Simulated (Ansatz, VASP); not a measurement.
## ZnS: VASP beside Ansatz

```
Zn S
1.0
     3.84407    0.00000    0.00000
    -1.92203    3.32906    0.00000
     0.00000    0.00000    6.17855
Zn S
2 2
Direct
  0.33333 0.66667 0.99843
  0.66667 0.33333 0.49843
  0.33333 0.66667 0.37657
  0.66667 0.33333 0.87657
```

Change from the starting cell: strain along c alone, the other axes held, atoms relaxed: -2.0 %.

Alike in both runs: functional PBE; k mesh 12 × 12 × 4; occupations gaussian, width 0.02 eV; no spin polarisation.

Ansatz relaxed the structure, and its values are those at the end. VASP's run is a single point on that final structure, the one shown.

|  | VASP | Ansatz |
| --- | --- | --- |
| version | VASP 6.6.1 | Ansatz 0.2.0 |
| potentials or method | VASP PAW PBE potentials, release 64 (Zn, S), cutoff 520 eV | scalar-relativistic, plane waves, PAW |
| valence electrons in the cell | 36 | 36 |

VASP gave:

* gap on the k mesh at the Fermi level (eV): 2.21
* least direct gap on the mesh (eV): 2.21
* pressure (GPa): 1.7

**Question.** What did Ansatz give for the same quantities?

**Answer.** gap on the k mesh at the Fermi level (eV): 2.21; least direct gap on the mesh (eV): 2.21; pressure (GPa): 1.5.

The functional is the same, so the differences come from potentials, cutoffs and numerics. Ansatz's warnings: stress scf threshold loose.
